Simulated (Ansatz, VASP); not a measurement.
## One calculation of Bi, two programs

File INCAR:

```
ALGO = Normal
EDIFF = 1E-7
ENCUT = 520
GGA = PE
ISIF = 2
ISMEAR = -1
LASPH = True
LCHARG = False
LREAL = False
LWAVE = False
NBANDS = 14
NELM = 100
PREC = Accurate
SIGMA = 0.1
```

File KPOINTS:

```
k-points
0
Gamma
  12 12 12
```

POSCAR

```
Bi
1.0
    0.0000000000      2.5158775227      2.5158775227
    2.5158775227      0.0000000000      2.5158775227
    2.5158775227      2.5158775227      0.0000000000
Bi
1
Direct
    0.0000000000      0.0000000000      0.0000000000
```

Input for Ansatz:

```yaml
crystal:
  lattice:
    - [0.0, 2.5158775227, 2.5158775227]
    - [2.5158775227, 0.0, 2.5158775227]
    - [2.5158775227, 2.5158775227, 0.0]
  atoms:
    - { symbol: Bi, position: [0.0, 0.0, 0.0] }
hamiltonian:
  xc: pbe
  pseudopotentials:
    kind: paw
    azcp:
      Bi: "pseudopotentials/Bi.paw.azcp"
basis:
  ecutwfc: 420
  fft_grid_basis: typed
kpoints:
  mp_grid: { grid: [12, 12, 12], shift: [0, 0, 0] }
magnetization:
  spin_polarized: false
scf:
  occupations: { method: fermi_dirac, width: 0.1 }
  lower_state_search: "off"
output:
  stress: true
  write_density: true
  write_potential: true
  elf: true
  volumetric_format: npy
```

Alike in both runs: task single point; functional PBE; k mesh 12 × 12 × 12; occupations fermi-dirac, width 0.1 eV; no spin polarisation.

```csv
,VASP,Ansatz
version,VASP 6.6.1,Ansatz 0.2.0
potentials or method,"VASP PAW PBE potentials, release 64 (Bi_d), cutoff 520 eV","plane waves (420 eV) with PAW, scalar-relativistic"
valence electrons in the cell,15,15
```

```csv
,VASP,Ansatz,Ansatz less VASP
pressure (GPa),-0.3,-0.2,+0.08
```

The functional is the same, so the differences come from potentials, cutoffs and numerics.

Spin-orbit coupling is off throughout.
